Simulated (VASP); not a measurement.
Write the native input for VASP 6.6.1 that does the following.

```
Task                   : single point
Functional             : LDA
Potentials or basis    : VASP PAW LDA potentials, release 64 (Mg)
Cutoff                 : 520 eV
k mesh                 : 9 × 9 × 9
Occupations            : fermi-dirac, width 0.1 eV
Spin                   : no spin polarisation
Dipole correction      : no
Further INCAR settings : ALGO = Normal; EDIFF = 1e-07; NBANDS = 9
```

The structure of Mg lies in POSCAR:

```
Mg
1.0
    0.0000000000      3.3012656237      3.3012656237
    3.3012656237      0.0000000000      3.3012656237
    3.3012656237      3.3012656237      0.0000000000
Mg
2
Direct
    0.1250000000      0.1250000000      0.1250000000
    0.8750000000      0.8750000000      0.8750000000
```

This cell differs from its parent crystal: volume scaled by 0.96.

One way to write it, as run:

INCAR

```
SYSTEM = Mg
  ALGO = Normal
  EDIFF = 1E-7
  ENCUT = 520
  GGA = CA
  ISIF = 2
  ISMEAR = -1
  LASPH = .True.
  LCHARG = .False.
  LREAL = .False.
  LWAVE = .False.
  NBANDS = 9
  NELM = 60
  PREC = Accurate
  SIGMA = 0.1
```

KPOINTS

```
k-points
0
Gamma
  9 9 9
  0 0 0
```

Potentials or basis: VASP PAW LDA potentials, release 64 (Mg).

Launch:

```bash
$ cat potpaw_LDA.64/Mg/POTCAR > POTCAR
$ mpirun -np 1 vasp_std > vasp.out
```

Results of the run:

```yaml
Pressure: 0.5 GPa
Band_gap_on_the_k_mesh: zero (band 2 reaches 3.77 eV, above the bottom of band 3 at -0.24 eV)
```

It took 12 s on 1 thread of Intel(R) Xeon(R) Platinum 8375C CPU @ 2.90GHz (Ice Lake) (shared host), peak memory 0.17 GiB.
